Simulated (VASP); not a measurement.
# TiN (Fm-3m) in VASP: notebook

Runs on TiN. Level: PBEsol. Tasks: electric field gradients.

Everything below comes from runs of VASP 6.6.1. Logs are shortened: lines on timing, memory, paths and dates and some standing lists are left out, and cuts for length are marked.

### Step 1. The cell of the first run

Symmetry: Fm-3m, No. 225, cubic system. The conventional cell has a = 4.187 Å, b = 4.187 Å, c = 4.187 Å, α = 90.00°, β = 90.00°, γ = 90.00°. Ti (site symmetry m-3m) has 6 N at 2.09 Å within 2.8 Å. Within 2.8 Å of N (site symmetry m-3m) lie 6 Ti at 2.09 Å.

### Step 2. Electric field gradients, PBEsol (volume scaled by 0.96)

Input file INCAR:

```
SYSTEM = TiN
PREC = Accurate
ENCUT = 520
EDIFF = 1E-8
ISMEAR = -1
SIGMA = 0.05
LREAL = .False.
LASPH = .True.
NELM = 120
ALGO = Normal
ISIF = 2
LWAVE = .False.
LCHARG = .False.
GGA = PS
LEFG = .True.
NBANDS = 16
GGA_COMPAT = .False.
```

Input file KPOINTS:

```
Automatic mesh
0
Gamma
  13 13 13
  0 0 0
```

Input file POSCAR:

```
TiN
1.0
    0.0000000000      2.0933208087      2.0933208087
    2.0933208087      0.0000000000      2.0933208087
    2.0933208087      2.0933208087      0.0000000000
Ti N
1 1
Direct
    0.0000000000      0.0000000000      0.0000000000
    0.5000000000      0.5000000000      0.5000000000
```

Potentials or basis: VASP PAW PBE potentials, release 64 (Ti_sv, N).

Started as:

```
$ cat potpaw_PBE.64/Ti_sv/POTCAR potpaw_PBE.64/N/POTCAR > POTCAR
$ mpirun -np 1 vasp_std > vasp.out
```

OUTCAR:

```text
SYSTEM = TiN
   PREC = Accurate
   ENCUT = 520
   EDIFF = 1E-8
   ISMEAR = -1
   LREAL = .False.
   LASPH = .True.
   NELM = 120
   ISIF = 2
   GGA = PS

 ion  position               nearest neighbor table
   1  0.000  0.000  0.000-   2 2.09   2 2.09   2 2.09   2 2.09   2 2.09   2 2.09
   2  0.500  0.500  0.500-   1 2.09   1 2.09   1 2.09   1 2.09   1 2.09   1 2.09

  LATTYP: Found a face centered cubic cell.
 ALAT       =     4.1866416174

  Lattice vectors:

 A1 = (   0.0000000000,   2.0933208087,   2.0933208087)
 A2 = (   2.0933208087,   0.0000000000,   2.0933208087)
 A3 = (   2.0933208087,   2.0933208087,   0.0000000000)

Analysis of symmetry for initial positions (statically):
=====================================================================
 Subroutine PRICEL returns:
 Original cell was already a primitive cell.

 Routine SETGRP: Setting up the symmetry group for a
 face centered cubic supercell.

 Subroutine GETGRP returns: Found 48 space group operations
 (whereof 48 operations were pure point group operations)
 out of a pool of 48 trial point group operations.

The static configuration has the point symmetry O_h .

Analysis of symmetry for dynamics (positions and initial velocities):
=====================================================================
 Subroutine PRICEL returns:
 Original cell was already a primitive cell.

 Routine SETGRP: Setting up the symmetry group for a
 face centered cubic supercell.

 Subroutine GETGRP returns: Found 48 space group operations
 (whereof 48 operations were pure point group operations)
 out of a pool of 48 trial point group operations.

The dynamic configuration has the point symmetry O_h .

 Subroutine INISYM returns: Found 48 space group operations
 (whereof 48 operations are pure point group operations),
 and found     1 'primitive' translations

----------------------------------------------------------------------------------------

                                     Primitive cell

  volume of cell :      18.3458

  direct lattice vectors                    reciprocal lattice vectors
     0.000000000  2.093320809  2.093320809    -0.238854932  0.238854932  0.238854932
     2.093320809  0.000000000  2.093320809     0.238854932 -0.238854932  0.238854932
     2.093320809  2.093320809  0.000000000     0.238854932  0.238854932 -0.238854932

  length of vectors
     2.960402678  2.960402678  2.960402678     0.413708878  0.413708878  0.413708878

  position of ions in fractional coordinates (direct lattice)
     0.000000000  0.000000000  0.000000000
     0.500000000  0.500000000  0.500000000

  ion indices of the primitive-cell ions
   primitive index   ion index
                 1           1
                 2           2

----------------------------------------------------------------------------------------

 KPOINTS: Automatic mesh

Automatic generation of k-mesh.
 Grid dimensions read from file:
 generate k-points for:   13   13   13

 Generating k-lattice:

  Cartesian coordinates                     Fractional coordinates (reciprocal lattice)
    -0.018373456  0.018373456  0.018373456     0.076923077  0.000000000  0.000000000
     0.018373456 -0.018373456  0.018373456     0.000000000  0.076923077  0.000000000
     0.018373456  0.018373456 -0.018373456     0.000000000  0.000000000  0.076923077

  Length of vectors
     0.031823760  0.031823760  0.031823760

  Shift w.r.t. Gamma in fractional coordinates (k-lattice)
     0.000000000  0.000000000  0.000000000

 Subroutine IBZKPT returns following result:
 ===========================================

 Found     84 irreducible k-points:

 Following reciprocal coordinates:
            Coordinates               Weight
  0.000000  0.000000  0.000000      1.000000
  0.076923  0.000000  0.000000      8.000000
  0.153846  0.000000  0.000000      8.000000
  0.230769  0.000000  0.000000      8.000000
  0.307692  0.000000  0.000000      8.000000
  0.384615  0.000000  0.000000      8.000000
[... 16 lines left out ...]
  0.384615  0.153846  0.000000     24.000000
  0.461538  0.153846  0.000000     24.000000
 [... further k-points ...]
   k-points           NKPTS =     84   k-points in BZ     NKDIM =     84   number of bands    NBANDS=     16
   number of dos      NEDOS =    301   number of ions     NIONS =      2
   total plane-waves  NPLWV =  13824
   dimension x,y,z NGX =    24 NGY =   24 NGZ =   24
   dimension x,y,z NGXF=    48 NGYF=   48 NGZF=   48
   ions per type =               1   1
   NGX,Y,Z   is equivalent  to a cutoff of  13.48, 13.48, 13.48 a.u.
   NGXF,Y,Z  is equivalent  to a cutoff of  26.96, 26.96, 26.96 a.u.
 SYSTEM =  TiN
   PREC   = accura    normal or accurate (medium, high low for compatibility)
   ISTART =      0    job   : 0-new  1-cont  2-samecut
   ICHARG =      2    charge: 1-file 2-atom 10-const
   ISPIN  =      1    spin polarized calculation?
   LNONCOLLINEAR =      F non collinear calculations
   LSORBIT =      F    spin-orbit coupling
   LASPH  =      T    aspherical Exc in radial PAW
   ENCUT  =  520.0 eV  38.22 Ry    6.18 a.u.   5.50  5.50  5.50*2*pi/ulx,y,z
   NELM   =    120;   NELMIN=  2; NELMDL= -5     # of ELM steps
   EDIFF  = 0.1E-07   stopping-criterion for ELM
   LREAL  =      F    real-space projection
   EDIFFG = 0.1E-06   stopping-criterion for IOM
   NSW    =      0    number of steps for IOM
   IBRION =     -1    ionic relax: 0-MD 1-quasi-New 2-CG
   NFREE  =      0    steps in history (QN), initial steepest desc. (CG)
   ISIF   =      2    stress and relaxation
   ISYM   =      2    0-nonsym 1-usesym 2-fastsym
   POTIM  = 0.5000    time-step for ionic-motion
   TEBEG  =    0.0;   TEEND  =   0.0 temperature during run
   PSTRESS=    0.0 pullay stress
   NELECT =      17.0000    total number of electrons
   NUPDOWN=      -1.0000    fix difference up-down
   EMIN   =  10.00;   EMAX   =-10.00  energy-range for DOS
   EFERMI =   0.00;   METHOD = LEGACY
   ISMEAR =    -1;   SIGMA  =   0.05  broadening in eV -4-tet -1-fermi 0-gaus
   EFERMI_NEDOS =   21; number of points for ismear=-14 and -15
   IALGO  =     38    algorithm
   IMIX   =      4    mixing-type and parameters
     AMIX     =   0.40;   BMIX     =  1.00
     AMIX_MAG =   1.60;   BMIX_MAG =  1.00
  volume/ion in A,a.u.               =       9.17        61.90
  Fermi-wavevector in a.u.,A,eV,Ry     =   1.596046  3.016089 34.658967  2.547362
  Thomas-Fermi vector in A             =   2.693870
   LORBIT       =      0    0 simple, 1 ext, 2 COOP (PROOUT), +10 PAW based schemes
   GGA     = PS    functional components
   LHFCALC =     F    Hartree Fock is set to
   AEXX    =    0.0000 exact exchange contribution
   IVDW    =     0    specifies the selected vdW correction
   LEPSILON=     F    determine dielectric tensor
   LRPA    =     F    only Hartree local field effects (RPA)
 non-spin polarized calculation
  energy-cutoff  :      520.00
  volume of cell :       18.35
 maximum number of plane-waves:       531
 NGX is ok and might be reduce to    24
   NGX = 11   NGY = 11   NGZ = 11

 number of electron      16.9999997 magnetization

 Free energy of the ion-electron system (eV)
  ---------------------------------------------------
  ext. energy  EPLUGINS =         0.00000000
  ---------------------------------------------------
  free energy    TOTEN  =       -20.78186746 eV

  energy without entropy =      -20.77534994  energy(sigma->0) =      -20.77860870

 E-fermi :  11.8825     XC(G=0): -13.4407

 val. band max:       11.7830479326   @ k =  -0.0769   0.0769   0.0000
 cond. band min:      11.8950556507   @ k =  -0.1538   0.1538   0.0000
 fundamental gap:      0.1120077181
 Fermi energy:        11.8824879473

 k-point     1 :       0.0000    0.0000    0.0000
  band No.  band energies     occupation
      1     -45.7010      2.00000
      2     -21.7498      2.00000
      3     -21.7498      2.00000
      4     -21.7498      2.00000
      5      -5.4338      2.00000
      6       9.7783      2.00000
[... 8 lines left out ...]
     15      25.0232      0.00000
     16      32.1144      0.00000
[... 419 lines left out ...]
 k-point    24 :       0.4615    0.1538    0.0000
  band No.  band energies     occupation
      1     -45.5796      2.00000
      2     -22.4027      2.00000
      3     -21.8933      2.00000
      4     -21.8564      2.00000
      5      -3.1879      2.00000
      6       4.3348      2.00000
[... 8 lines left out ...]
     15      25.4072      0.00000
     16      26.5536      0.00000

 [... further k-points ...]

------------------------ aborting loop because EDIFF is reached ----------------------------------------

  FORCE on cell =-STRESS in cart. coord.  units (eV):
  Direction    XX          YY          ZZ          XY          YZ          ZX
  --------------------------------------------------------------------------------------
  -------------------------------------------------------------------------------------
  Total        0.4913334      0.4913334      0.4913334      0.0000000      0.0000000     -0.0000000
  in kB       42.9091071     42.9091071     42.9091071      0.0000000      0.0000000     -0.0000000
  external PRESSURE =      42.9091071 kB  Pullay stress =       0.0000000 kB

 VOLUME and BASIS-vectors are now :
 -----------------------------------------------------------------------------
  energy-cutoff  :      520.00
  volume of cell :       18.35
      direct lattice vectors                 reciprocal lattice vectors
     0.000000000  2.093320809  2.093320809    -0.238854932  0.238854932  0.238854932
     2.093320809  0.000000000  2.093320809     0.238854932 -0.238854932  0.238854932
     2.093320809  2.093320809  0.000000000     0.238854932  0.238854932 -0.238854932

 POSITION                                       TOTAL-FORCE (eV/Angst)
 -----------------------------------------------------------------------------------
      0.00000      0.00000      0.00000         0.000000      0.000000      0.000000
      2.09332      2.09332      2.09332         0.000000      0.000000     -0.000000
 -----------------------------------------------------------------------------------
    total drift:                                0.000000     -0.000000     -0.000000

  FREE ENERGIE OF THE ION-ELECTRON SYSTEM (eV)
  ---------------------------------------------------
  free  energy   TOTEN  =       -20.7818674577 eV

  energy  without entropy=      -20.7753499361  energy(sigma->0) =      -20.77860870

 Electric field gradients (V/A^2)
---------------------------------------------------------------------
 ion       V_xx      V_yy      V_zz      V_xy      V_xz      V_yz
---------------------------------------------------------------------
   1      -0.000    -0.000    -0.000     0.001     0.001     0.001
   2       0.000    -0.000     0.000    -0.001    -0.001    -0.001
---------------------------------------------------------------------

 Electric field gradients after diagonalization (V/A^2)
 (convention: |V_zz| > |V_xx| > |V_yy|)
----------------------------------------------------------------------
 ion       V_xx      V_yy      V_zz     asymmetry (V_yy - V_xx)/ V_zz
----------------------------------------------------------------------
   1      -0.001    -0.001     0.002       0.000
   2       0.001     0.001    -0.002       0.000
----------------------------------------------------------------------

           NMR quadrupolar parameters

 Cq : quadrupolar parameter    Cq=e*Q*V_zz/h
 eta: asymmetry parameters     (V_yy - V_xx)/ V_zz
 Q  : nuclear electric quadrupole moment in mb (millibarn)
----------------------------------------------------------------------
 ion       Cq(MHz)       eta       Q (mb)
----------------------------------------------------------------------
   1       0.000       0.000       1.000
   2      -0.000       0.000       1.000
----------------------------------------------------------------------
```

Wall time 20 s (1 thread of Intel Xeon Platinum 8488C (Sapphire Rapids), shared host); peak memory 0.15 GiB.

Results:

* Free energy: -20.7819 eV
* Pressure: 4.3 GPa

Levels at points of the mesh, in eV from the Fermi level:
```csv
k point,band 5,band 6,band 7,band 8,band 9,band 10,band 11,band 12,band 13,band 14
"(0.00, 0.00, 0.00)",-17.32,-2.10,-2.10,-2.10,-0.70,-0.70,-0.70,0.58,0.58,5.81
```

Caveat: without QUAD_EFG the Cq values of the log hold for a quadrupole moment of 1 mb, not for the nuclei; the PAW data sets were made with another functional, which shifts forces and pressure a little.

### Step 3. Electric field gradients, PBEsol (volume scaled by 0.96)

Input file INCAR:

```
ALGO     = Normal         # electronic algorithm
EDIFF    = 1E-8           # SCF threshold, eV
ENCUT    = 520            # plane-wave cutoff, eV
GGA      = PS             # functional
GGA_COMPAT= F            
ISIF     = 2              # what is computed and relaxed
ISMEAR   = -1             # smearing method
LASPH    = T              # aspherical terms in the spheres
LCHARG   = F              # write CHGCAR
LEFG     = T            
LREAL    = F              # projectors in reciprocal space
LWAVE    = F              # write WAVECAR
NBANDS   = 16             # bands
NELM     = 120            # most SCF steps
PREC     = Accurate       # precision mode
SIGMA    = 0.05           # smearing width, eV
```

Input file KPOINTS:

```
k-points
0
Gamma
  13 13 13
```

POSCAR is that of step 2.

Potentials or basis: VASP PAW PBE potentials, release 64 (Ti_sv, N).

Started as:

```
$ cat potpaw_PBE.64/Ti_sv/POTCAR potpaw_PBE.64/N/POTCAR > POTCAR
$ mpirun -np 1 vasp_std > vasp.out
```

OUTCAR:

```text
EDIFF = 1E-8
   ENCUT = 520
   GGA = PS
   ISIF = 2
   ISMEAR = -1
   LASPH = T
   LREAL = F
   NELM = 120
   PREC = Accurate

 ion  position               nearest neighbor table
   1  0.000  0.000  0.000-   2 2.09   2 2.09   2 2.09   2 2.09   2 2.09   2 2.09
   2  0.500  0.500  0.500-   1 2.09   1 2.09   1 2.09   1 2.09   1 2.09   1 2.09

  LATTYP: Found a face centered cubic cell.
 ALAT       =     4.1866416174

  Lattice vectors:

 A1 = (   0.0000000000,   2.0933208087,   2.0933208087)
 A2 = (   2.0933208087,   0.0000000000,   2.0933208087)
[... 668 lines left out ...]
  ---------------------------------------------------
  free  energy   TOTEN  =       -20.7818674577 eV

  energy  without entropy=      -20.7753499361  energy(sigma->0) =      -20.77860870

 Electric field gradients (V/A^2)
---------------------------------------------------------------------
 ion       V_xx      V_yy      V_zz      V_xy      V_xz      V_yz
---------------------------------------------------------------------
   1      -0.000    -0.000    -0.000     0.001     0.001     0.001
   2       0.000    -0.000     0.000    -0.001    -0.001    -0.001
---------------------------------------------------------------------

 Electric field gradients after diagonalization (V/A^2)
 (convention: |V_zz| > |V_xx| > |V_yy|)
----------------------------------------------------------------------
 ion       V_xx      V_yy      V_zz     asymmetry (V_yy - V_xx)/ V_zz
----------------------------------------------------------------------
   1      -0.001    -0.001     0.002       0.000
   2       0.001     0.001    -0.002       0.000
----------------------------------------------------------------------

           NMR quadrupolar parameters

 Cq : quadrupolar parameter    Cq=e*Q*V_zz/h
 eta: asymmetry parameters     (V_yy - V_xx)/ V_zz
 Q  : nuclear electric quadrupole moment in mb (millibarn)
----------------------------------------------------------------------
 ion       Cq(MHz)       eta       Q (mb)
----------------------------------------------------------------------
   1       0.000       0.000       1.000
   2      -0.000       0.000       1.000
----------------------------------------------------------------------
```

OSZICAR:

```text
N       E                     dE             d eps       ncg     rms          rms(c)
DAV:   1     0.127801828572E+03    0.12780E+03   -0.82406E+03  2744   0.126E+03
DAV:   2    -0.183950361151E+02   -0.14620E+03   -0.13738E+03  2968   0.347E+02
DAV:   3    -0.255522455812E+02   -0.71572E+01   -0.70863E+01  3360   0.796E+01
DAV:   4    -0.257042878480E+02   -0.15204E+00   -0.15194E+00  3240   0.109E+01
DAV:   5    -0.257072960506E+02   -0.30082E-02   -0.30081E-02  3200   0.140E+00    0.193E+01
DAV:   6    -0.211198655904E+02    0.45874E+01   -0.12034E+01  3520   0.539E+01    0.699E+00
DAV:   7    -0.208206614264E+02    0.29920E+00   -0.13938E+00  3184   0.148E+01    0.535E+00
DAV:   8    -0.209745505803E+02   -0.15389E+00   -0.89367E-01  3752   0.138E+01    0.594E+00
DAV:   9    -0.207892627190E+02    0.18529E+00   -0.26060E-01  3104   0.806E+00    0.141E+00
DAV:  10    -0.207843568333E+02    0.49059E-02   -0.36767E-02  3232   0.222E+00    0.380E-01
DAV:  11    -0.207819065153E+02    0.24503E-02   -0.51249E-03  3088   0.649E-01    0.157E-01
DAV:  12    -0.207819170994E+02   -0.10584E-04   -0.42788E-04  3024   0.218E-01    0.859E-02
DAV:  13    -0.207818775345E+02    0.39565E-04   -0.20611E-04  3144   0.232E-01    0.214E-02
DAV:  14    -0.207818677102E+02    0.98243E-05   -0.15336E-05  3336   0.559E-02    0.663E-03
DAV:  15    -0.207818674812E+02    0.22899E-06   -0.20279E-06  3560   0.136E-02    0.523E-03
DAV:  16    -0.207818674618E+02    0.19393E-07   -0.11671E-07  3328   0.348E-03    0.139E-03
DAV:  17    -0.207818674577E+02    0.40995E-08   -0.78067E-09  2088   0.116E-03
   1 F= -.20781867E+02 E0= -.20778609E+02  d E =-.651752E-02
```

It took 23 s on 1 thread of Intel Xeon Platinum 8488C (Sapphire Rapids), shared host; peak memory 0.15 GiB.

Results:

| Item | Value |
| --- | --- |
| Free energy | -20.7819 eV |
| Pressure | 4.3 GPa |

Levels at points of the mesh, in eV from the Fermi level:
```
           k point  band 5  band 6  band 7  band 8  band 9  band 10  band 11  band 12  band 13  band 14
(0.00, 0.00, 0.00)  -17.32   -2.10   -2.10   -2.10   -0.70    -0.70    -0.70     0.58     0.58     5.81
```

Caveat: without QUAD_EFG the Cq values of the log hold for a quadrupole moment of 1 mb, not for the nuclei; the PAW data sets were made with another functional, which shifts forces and pressure a little.

(Part 1 of 2 ends here.)
